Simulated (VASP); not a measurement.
# Te3MoPt (P4mm) in VASP: further runs

Te3MoPt is run at these levels: PBE; tasks: single point, relaxation of cell and atoms.

All numbers are computed with VASP 6.6.1; they aren't measurements. Logs are shortened: lines on timing, memory, paths and dates and some standing lists are left out, and cuts for length are marked.

### 1 The cell of the first run

Symmetry: P4mm, No. 99, tetragonal system. The conventional cell has a = 4.674 Å, b = 4.674 Å, c = 5.924 Å, α = 90.00°, β = 90.00°, γ = 90.00°. Te (site symmetry 4mm) has 2 Mo at 2.61 to 3.32 Å and 4 Te at 3.33 Å and 4 Pt at 3.38 Å within 3.4 Å. Within 3.3 Å of Te (site symmetry 2mm) lie 2 Mo at 2.52 Å. Mo (site symmetry 4mm) has 5 Te at 2.52 to 2.61 Å within 3.3 Å. Pt (site symmetry 4mm) has 12 Te at 3.38 to 3.87 Å and 4 Mo at 3.81 Å within 4.4 Å.

### 2 Single point, PBE

The input, INCAR:

```
PREC = Accurate
ENCUT = 520
EDIFF = 1E-7
ISMEAR = 0
SIGMA = 0.1
LREAL = False
LASPH = True
NELM = 100
ALGO = Normal
ISIF = 2
LWAVE = False
LCHARG = False
GGA = PE
NBANDS = 29
```

The input, KPOINTS:

```
regular mesh
0
Gamma
  4 4 4
```

The input, POSCAR:

```
Te3MoPt
1.0
    4.6737597100      0.0000000000      0.0000000000
    0.0000000000      4.6737597100      0.0000000000
    0.0000000000      0.0000000000      5.9239688300
Te Mo Pt
3 1 1
Direct
    0.5000000000      0.5000000000      0.1201000000
    0.0000000000      0.5000000000      0.5209000100
    0.5000000000      0.0000000000      0.5209000100
    0.5000000000      0.5000000000      0.6800000100
    0.0000000000      0.0000000000      0.0000000000
```

Potentials or basis: VASP PAW PBE potentials, release 64 (Te, Mo_sv, Pt).

Run with:

```
$ cat potpaw_PBE.64/Te/POTCAR potpaw_PBE.64/Mo_sv/POTCAR potpaw_PBE.64/Pt/POTCAR > POTCAR
$ mpirun -np 1 vasp_std > vasp.out
```

OUTCAR:

```text
PREC = Accurate
   ENCUT = 520
   EDIFF = 1E-7
   ISMEAR = 0
   LREAL = False
   LASPH = True
   NELM = 100
   ISIF = 2
   GGA = PE

 ion  position               nearest neighbor table
   1  0.500  0.500  0.120-   4 2.61   4 3.32   3 3.33   2 3.33   3 3.33   2 3.33   5 3.38   5 3.38
                             5 3.38   5 3.38
   2  0.000  0.500  0.521-   4 2.52   4 2.52   3 3.30   3 3.30   3 3.30   3 3.30   1 3.33   1 3.33

   3  0.500  0.000  0.521-   4 2.52   4 2.52   2 3.30   2 3.30   2 3.30   2 3.30   1 3.33   1 3.33

   4  0.500  0.500  0.680-   2 2.52   3 2.52   3 2.52   2 2.52   1 2.61   1 3.32
   5  0.000  0.000  0.000-   1 3.38   1 3.38   1 3.38   1 3.38

  LATTYP: Found a simple tetragonal cell.
 ALAT       =     4.6737597100
 C/A-ratio  =     1.2674953779

  Lattice vectors:

 A1 = (   4.6737597100,   0.0000000000,   0.0000000000)
 A2 = (   0.0000000000,   4.6737597100,   0.0000000000)
 A3 = (   0.0000000000,   0.0000000000,   5.9239688300)

Analysis of symmetry for initial positions (statically):
=====================================================================
 Subroutine PRICEL returns:
 Original cell was already a primitive cell.

 Routine SETGRP: Setting up the symmetry group for a
 simple tetragonal supercell.

 Subroutine GETGRP returns: Found  8 space group operations
 (whereof  8 operations were pure point group operations)
 out of a pool of 16 trial point group operations.

The static configuration has the point symmetry C_4v.

Analysis of symmetry for dynamics (positions and initial velocities):
=====================================================================
 Subroutine PRICEL returns:
 Original cell was already a primitive cell.

 Routine SETGRP: Setting up the symmetry group for a
 simple tetragonal supercell.

 Subroutine GETGRP returns: Found  8 space group operations
 (whereof  8 operations were pure point group operations)
 out of a pool of 16 trial point group operations.

The dynamic configuration has the point symmetry C_4v.

 Subroutine INISYM returns: Found  8 space group operations
 (whereof  8 operations are pure point group operations),
 and found     1 'primitive' translations

----------------------------------------------------------------------------------------

                                     Primitive cell

  volume of cell :     129.4034

  direct lattice vectors                    reciprocal lattice vectors
     4.673759710  0.000000000  0.000000000     0.213960508  0.000000000  0.000000000
     0.000000000  4.673759710  0.000000000     0.000000000  0.213960508  0.000000000
     0.000000000  0.000000000  5.923968830     0.000000000  0.000000000  0.168805750

  length of vectors
     4.673759710  4.673759710  5.923968830     0.213960508  0.213960508  0.168805750

  position of ions in fractional coordinates (direct lattice)
     0.500000000  0.500000000  0.120100000
     0.000000000  0.500000000  0.520900010
     0.500000000  0.000000000  0.520900010
     0.500000000  0.500000000  0.680000010
     0.000000000  0.000000000  0.000000000

  ion indices of the primitive-cell ions
   primitive index   ion index
                 1           1
                 2           2
                 3           3
                 4           4
                 5           5

----------------------------------------------------------------------------------------

 KPOINTS: regular mesh

Automatic generation of k-mesh.
 Grid dimensions read from file:
 generate k-points for:    4    4    4

 Generating k-lattice:

  Cartesian coordinates                     Fractional coordinates (reciprocal lattice)
     0.053490127  0.000000000  0.000000000     0.250000000  0.000000000  0.000000000
     0.000000000  0.053490127  0.000000000     0.000000000  0.250000000  0.000000000
     0.000000000  0.000000000  0.042201437     0.000000000  0.000000000  0.250000000

  Length of vectors
     0.053490127  0.053490127  0.042201437

  Shift w.r.t. Gamma in fractional coordinates (k-lattice)
     0.000000000  0.000000000  0.000000000

[... 45 lines left out ...]
  free energy    TOTEN  =       -21.79556610 eV

  energy without entropy =      -21.76514554  energy(sigma->0) =      -21.78035582

 E-fermi :   7.4571     XC(G=0): -10.3246

 val. band max:        7.4409562634   @ k =   0.5000   0.2500   0.5000
 cond. band min:       7.4605269535   @ k =   0.2500   0.2500   0.2500
 fundamental gap:      0.0195706902
 Fermi energy:         7.4571388982

 k-point     1 :       0.0000    0.0000    0.0000
  band No.  band energies     occupation
      1     -53.5306      2.00000
      2     -27.7855      2.00000
      3     -27.7855      2.00000
      4     -27.6997      2.00000
      5      -6.1803      2.00000
      6      -3.5587      2.00000
[... 21 lines left out ...]
     28      11.6785      0.00000
     29      13.3852      0.00000

 k-point     2 :       0.2500    0.0000    0.0000
  band No.  band energies     occupation
      1     -53.5305      2.00000
      2     -27.7902      2.00000
      3     -27.7850      2.00000
      4     -27.7005      2.00000
      5      -5.8355      2.00000
      6      -3.7419      2.00000
[... 21 lines left out ...]
     28      12.2689      0.00000
     29      13.2680      0.00000

 k-point     3 :       0.5000    0.0000    0.0000
  band No.  band energies     occupation
      1     -53.5306      2.00000
      2     -27.7950      2.00000
      3     -27.7845      2.00000
      4     -27.7013      2.00000
      5      -5.1965      2.00000
      6      -4.4604      2.00000
[... 21 lines left out ...]
     28      11.5568      0.00000
     29      12.4312      0.00000

 k-point     4 :       0.2500    0.2500    0.0000
  band No.  band energies     occupation
      1     -53.5305      2.00000
      2     -27.7898      2.00000
      3     -27.7897      2.00000
      4     -27.7013      2.00000
      5      -5.4999      2.00000
      6      -3.8022      2.00000
[... 405 lines left out ...]
     28      12.1065      0.00000
     29      12.8373      0.00000

 k-point    17 :       0.5000    0.2500    0.5000
  band No.  band energies     occupation
      1     -53.5306      2.00000
      2     -27.7945      2.00000
      3     -27.7892      2.00000
      4     -27.7018      2.00000
      5      -4.6616      2.00000
      6      -4.3195      2.00000
[... 21 lines left out ...]
     28      12.6802      0.00000
     29      13.4920      0.00000

 k-point    18 :       0.5000    0.5000    0.5000
  band No.  band energies     occupation
      1     -53.5306      2.00000
      2     -27.7940      2.00000
      3     -27.7940      2.00000
      4     -27.7026      2.00000
      5      -4.1958      2.00000
      6      -4.1958      2.00000
[... 21 lines left out ...]
     28      13.2089      0.00000
     29      13.2089      0.00000

------------------------ aborting loop because EDIFF is reached ----------------------------------------

  FORCE on cell =-STRESS in cart. coord.  units (eV):
  Direction    XX          YY          ZZ          XY          YZ          ZX
  --------------------------------------------------------------------------------------
  -------------------------------------------------------------------------------------
  Total        5.4745645      5.4745645      2.3226093      0.0000000     -0.0000000      0.0000000
  in kB       67.7820397     67.7820397     28.7568444      0.0000000     -0.0000000      0.0000000
  external PRESSURE =      54.7736413 kB  Pullay stress =       0.0000000 kB

 VOLUME and BASIS-vectors are now :
 -----------------------------------------------------------------------------
  energy-cutoff  :      520.00
  volume of cell :      129.40
      direct lattice vectors                 reciprocal lattice vectors
     4.673759710  0.000000000  0.000000000     0.213960508  0.000000000  0.000000000
     0.000000000  4.673759710  0.000000000     0.000000000  0.213960508  0.000000000
     0.000000000  0.000000000  5.923968830     0.000000000  0.000000000  0.168805750

 POSITION                                       TOTAL-FORCE (eV/Angst)
 -----------------------------------------------------------------------------------
      2.33688      2.33688      0.71147        -0.000000     -0.000000     -2.020211
      0.00000      2.33688      3.08580        -0.000000     -0.000000     -1.369238
      2.33688      0.00000      3.08580        -0.000000     -0.000000     -1.369238
      2.33688      2.33688      4.02830         0.000000      0.000000      4.583130
      0.00000      0.00000      0.00000        -0.000000     -0.000000      0.175556
 -----------------------------------------------------------------------------------
    total drift:                                0.000000      0.000000     -0.000439

  FREE ENERGIE OF THE ION-ELECTRON SYSTEM (eV)
  ---------------------------------------------------
  free  energy   TOTEN  =       -21.7955660953 eV

  energy  without entropy=      -21.7651455370  energy(sigma->0) =      -21.78035582
```

Run time: 66 s. Hardware: 1 thread of Intel Xeon Platinum 8259CL at 2.50GHz (Skylake/Cascade Lake), shared host; peak memory 0.27 GiB.

Results:

| Property | Result |
| --- | --- |
| Free energy | -21.7956 eV |
| Pressure | 5.5 GPa |
| Largest force | 4.583 eV/Å |
| Band gap on the k mesh | zero (band 21 reaches 7.71 eV, above the bottom of band 22 at 7.11 eV) |

Forces on the atoms (eV/Å):
```
Te   0.000  0.000 -2.020
Te   0.000  0.000 -1.369
Te   0.000  0.000 -1.369
Mo   0.000  0.000  4.583
Pt   0.000  0.000  0.176
```

Levels at points of the mesh, in eV from the Fermi level:
```
           k point  band 19  band 20  band 21  band 22  band 23  band 24
(0.00, 0.00, 0.00)    -1.29    -1.12    -0.98    -0.30    -0.30     1.36
(0.50, 0.00, 0.00)    -1.05    -0.67    -0.02     0.07     0.72     1.08
(0.50, 0.50, 0.00)    -0.51    -0.51    -0.38    -0.35     0.27     0.87
(0.00, 0.00, 0.50)    -1.05    -1.02     0.15     0.15     1.05     1.85
(0.50, 0.00, 0.50)    -1.02    -0.59     0.26     0.51     0.92     1.11
(0.50, 0.50, 0.50)    -1.05    -0.29    -0.29     0.64     0.64     0.81
```

Caveat: spin-orbit coupling is left out, which moves the levels of the heavy elements; forces of over 1 eV/Å act on the atoms, so gaps and moduli don't describe the material at rest.

### 3 Single point, PBE

This run uses another cell than the first one, of 27.67 Å³/atom, 1.069 times its volume.

The input, INCAR:

```
SYSTEM = Te3MoPt
PREC = Accurate
ENCUT = 520
EDIFF = 1E-7
ISMEAR = 0
SIGMA = 0.1
LREAL = .FALSE.
LASPH = .TRUE.
NELM = 80
ALGO = Normal
ISIF = 2
LWAVE = .FALSE.
LCHARG = .FALSE.
GGA = PE
NBANDS = 29
```

The input, KPOINTS:

```
Automatic mesh
0
G
  4 4 4
  0 0 0
```

The input, POSCAR:

```
Te3MoPt
1.0
    4.1319956668      0.0000000000      0.0000000000
    0.0000000000      4.1319956668      0.0000000000
    0.0000000000      0.0000000000      8.1032331179
Te Mo Pt
3 1 1
Direct
    0.5000000000      0.5000000000      0.0793436792
    0.0000000000      0.5000000000      0.5447317658
    0.5000000000      0.0000000000      0.5447317658
    0.5000000000      0.5000000000      0.7636521471
    0.0000000000      0.0000000000     -0.0905593279
```

Potentials or basis: VASP PAW PBE potentials, release 64 (Te, Mo_sv, Pt).

Run with:

```
$ cat potpaw_PBE.64/Te/POTCAR potpaw_PBE.64/Mo_sv/POTCAR potpaw_PBE.64/Pt/POTCAR > POTCAR
$ mpirun -np 1 vasp_std > vasp.out
```

Wall time 78 s (1 thread of Intel Xeon Platinum 8259CL at 2.50GHz (Skylake/Cascade Lake), shared host); peak memory 0.28 GiB.

The run converged. Its results:

```yaml
Free_energy: -24.4990 eV
Pressure: 0.0 GPa
Largest_force: 0.036 eV/Å
Band_gap_on_the_k_mesh: zero (band 21 reaches 7.19 eV, above the bottom of band 22 at 6.78 eV)
```

Forces on the atoms (eV/Å):
```
Te   0.000  0.000 -0.020
Te   0.000  0.000  0.001
Te   0.000  0.000  0.001
Mo   0.000  0.000  0.036
Pt   0.000  0.000 -0.017
```

Stress tensor (GPa, compression positive):
```
-0.06  0.00  0.00
 0.00 -0.06  0.00
 0.00  0.00  0.21
```

Levels at points of the mesh, in eV from the Fermi level:
| k point | band 17 | band 18 | band 19 | band 20 | band 21 | band 22 | band 23 | band 24 | band 25 | band 26 |
| --- | --- | --- | --- | --- | --- | --- | --- | --- | --- | --- |
| (0.00, 0.00, 0.00) | -1.37 | -1.37 | -1.28 | -1.01 | 0.37 | 0.81 | 0.81 | 1.44 | 2.99 | 3.37 |
| (0.50, 0.00, 0.00) | -1.59 | -1.49 | -1.43 | -1.12 | 0.10 | 0.15 | 0.35 | 0.44 | 1.11 | 1.81 |
| (0.50, 0.50, 0.00) | -1.85 | -1.72 | -1.57 | -1.44 | -0.43 | 1.02 | 1.02 | 1.07 | 1.43 | 3.98 |
| (0.00, 0.00, 0.50) | -1.33 | -1.33 | -1.29 | -1.24 | 0.37 | 0.62 | 0.62 | 1.66 | 2.90 | 3.00 |
| (0.50, 0.00, 0.50) | -1.57 | -1.48 | -1.43 | -1.36 | -0.05 | 0.03 | 0.33 | 0.54 | 1.13 | 1.58 |
| (0.50, 0.50, 0.50) | -1.85 | -1.65 | -1.60 | -1.44 | -0.43 | 1.31 | 1.46 | 1.46 | 1.56 | 2.94 |

Caveat: the k points lie up to 0.38 Å⁻¹ apart; spin-orbit coupling is left out, which moves the levels of the heavy elements; this functional lacks dispersion, which binds the layers, so the pressure and a relaxed spacing across them are unreliable.

### 4 Relaxation of cell and atoms, PBE

The input, INCAR:

```
SYSTEM = Te3MoPt
  PREC = Accurate
  ENCUT = 600
  EDIFF = 1E-6
  ISMEAR = 0
  SIGMA = 0.1
  LREAL = .False.
  LASPH = .True.
  NELM = 60
  ALGO = Normal
  ISIF = 3
  LWAVE = .False.
  LCHARG = .False.
  GGA = PE
  IBRION = 2
  NSW = 90
  EDIFFG = -0.04
```

The input, KPOINTS:

```
regular mesh
0
Gamma
  4 4 4
  0 0 0
```

The input, POSCAR:

```
Te3MoPt
1.0
    4.6737597100      0.0000000000      0.0000000000
    0.0000000000      4.6737597100      0.0000000000
    0.0000000000      0.0000000000      5.9239688300
Te Mo Pt
3 1 1
Direct
    0.5000000000      0.5000000000      0.1201000000
    0.0000000000      0.5000000000      0.5209000100
    0.5000000000      0.0000000000      0.5209000100
    0.5000000000      0.5000000000      0.6800000100
    0.0000000000      0.0000000000      0.0000000000
```

Run with:

```
$ cat potpaw_PBE.64/Te/POTCAR potpaw_PBE.64/Mo_sv/POTCAR potpaw_PBE.64/Pt/POTCAR > POTCAR
$ mpirun -np 1 vasp_std > vasp.out
```

Run time: 30 min. Hardware: 1 thread of Intel Xeon Platinum 8259CL at 2.50GHz (Skylake/Cascade Lake), shared host; peak memory 0.34 GiB.

Results (log left out):

| Item | Value |
| --- | --- |
| Free energy | -24.4868 eV |
| Relaxed volume | 27.76 Å³/atom |
| Relaxed cell | a = 4.125 Å, b = 4.125 Å, c = 8.159 Å, α = 90.00°, β = 90.00°, γ = 90.00° |
| Space group after relaxing (to 0.05 Å) | P4mm (No. 99) |
| Energy gained by relaxing | 538.2 meV/atom |
| Ionic steps | 39 |
| Pressure after relaxing | 0.1 GPa |
| Largest force after relaxing | 0.027 eV/Å |
| Band gap on the k mesh | zero (band 21 reaches 7.19 eV, above the bottom of band 22 at 6.74 eV) |

Forces on the atoms (eV/Å):
```
Te   0.000  0.000 -0.027
Te   0.000  0.000  0.016
Te   0.000  0.000  0.016
Mo   0.000  0.000 -0.014
Pt   0.000  0.000  0.008
```

Stress tensor (GPa, compression positive):
```
 0.13  0.00  0.00
 0.00  0.13  0.00
 0.00  0.00 -0.06
```

The path:
```csv
step,energy change (eV),largest force (eV/Å),pressure (GPa),volume (Å³)
1,0.0000,4.5834,5.47,129.40
2,-0.3544,2.7316,-2.64,146.63
3,-0.6210,0.6311,-1.02,139.72
4,-0.8309,0.3312,-1.27,138.32
5,-1.4339,1.8280,-1.91,133.34
6,-0.7435,5.4438,5.36,120.29
7,-1.4038,4.5667,-0.51,128.59
8,-1.4446,4.0067,-1.18,130.33
9,-1.4848,3.8873,-1.25,129.97
10,-1.5718,3.5536,-1.31,128.84
11,-1.6013,2.8672,-0.91,126.31
12,-1.6094,3.1014,-1.09,127.12
13,-1.6622,2.8732,-1.12,127.05
14,-1.8002,2.1743,-1.11,126.85
15,-1.9760,0.9550,-0.69,126.44
16,-1.8477,2.7979,1.67,125.60
17,-2.0080,0.9292,-0.19,126.19
18,-2.0350,0.8208,0.04,126.07
19,-2.1070,0.6536,0.75,125.70
20,-2.2063,0.7320,2.39,124.92
21,-2.1878,1.8046,6.95,123.22
22,-2.2377,0.9639,4.21,124.18
23,-2.2614,0.9232,3.97,124.68
24,-2.3245,0.7948,3.36,126.15
25,-2.4169,0.7199,2.33,129.08
26,-2.4979,0.6264,0.92,134.84
27,-2.5020,0.6600,0.69,135.98
28,-2.5246,0.6045,0.14,137.12
29,-2.5461,0.5848,-0.98,139.72
30,-2.5657,0.5523,-0.61,139.26
31,-2.5976,0.7853,0.62,137.90
32,-2.6175,0.5329,0.49,138.11
33,-2.6484,0.7797,0.10,138.75
34,-2.6498,0.9388,0.02,138.91
35,-2.6686,0.7232,-0.26,139.26
36,-2.6849,0.3430,-0.62,139.88
37,-2.6853,0.3483,-0.68,139.98
38,-2.6910,0.0498,0.16,138.67
39,-2.6911,0.0266,0.07,138.82
```

Final structure:
```cif
data_structure
_symmetry_space_group_name_H-M 'P 1'
_symmetry_Int_Tables_number 1
_cell_length_a 4.1249
_cell_length_b 4.1249
_cell_length_c 8.1588
_cell_angle_alpha 90.000
_cell_angle_beta 90.000
_cell_angle_gamma 90.000
_cell_volume 138.82
loop_
_atom_site_label
_atom_site_type_symbol
_atom_site_fract_x
_atom_site_fract_y
_atom_site_fract_z
_atom_site_occupancy
Te1 Te 0.50000 0.50000 0.07798 1
Te2 Te 0.00000 0.50000 0.54585 1
Te3 Te 0.50000 0.00000 0.54585 1
Mo1 Mo 0.50000 0.50000 0.76426 1
Pt1 Pt 0.00000 0.00000 0.90795 1
```

Levels at points of the mesh, in eV from the Fermi level:
| k point | band 17 | band 18 | band 19 | band 20 | band 21 | band 22 | band 23 | band 24 | band 25 |
| --- | --- | --- | --- | --- | --- | --- | --- | --- | --- |
| (0.00, 0.00, 0.00) | -1.36 | -1.36 | -1.27 | -1.02 | 0.39 | 0.81 | 0.81 | 1.43 | 2.98 |
| (0.50, 0.00, 0.00) | -1.60 | -1.50 | -1.43 | -1.13 | 0.10 | 0.15 | 0.34 | 0.45 | 1.07 |
| (0.50, 0.50, 0.00) | -1.85 | -1.72 | -1.58 | -1.44 | -0.41 | 1.02 | 1.02 | 1.09 | 1.47 |
| (0.00, 0.00, 0.50) | -1.32 | -1.32 | -1.30 | -1.23 | 0.39 | 0.63 | 0.63 | 1.66 | 2.91 |
| (0.50, 0.00, 0.50) | -1.58 | -1.48 | -1.44 | -1.37 | -0.04 | 0.04 | 0.32 | 0.55 | 1.10 |
| (0.50, 0.50, 0.50) | -1.85 | -1.65 | -1.60 | -1.44 | -0.41 | 1.32 | 1.45 | 1.45 | 1.58 |

Caveat: spin-orbit coupling is left out, which moves the levels of the heavy elements; this functional lacks dispersion, which binds the layers, so the pressure and a relaxed spacing across them are unreliable.

### 5 Summary

```csv
task,cell,cutoff (eV),gap on the mesh (eV),pressure (GPa),largest force (eV/Å)
single point,"a = 4.674, b = 4.674, c = 5.924 Å, 5 atoms",520,none,5.5,4.58
single point,"a = 4.132, b = 4.132, c = 8.103 Å, 5 atoms",520,none,0.0,0.04
relaxation of cell and atoms,"relaxed from a = 4.674, b = 4.674, c = 5.924 Å, 5 atoms",600,none,0.1,0.03
```

Alike in all rows: level PBE; potentials or basis VASP PAW PBE potentials, release 64 (Te, Mo_sv, Pt); no spin polarisation; k mesh 4 × 4 × 4; smearing gaussian 0.1 eV.

Caveats: some runs use coarse meshes; spin-orbit coupling is left out, which moves the levels of the heavy elements; this functional lacks dispersion, which binds the layers, so the pressure and a relaxed spacing across them are unreliable (some runs); forces of over 1 eV/Å act on the atoms, so gaps and moduli don't describe the material at rest (some runs).

Total energies depend on the potentials used, so only differences within one code and one set of settings carry meaning.
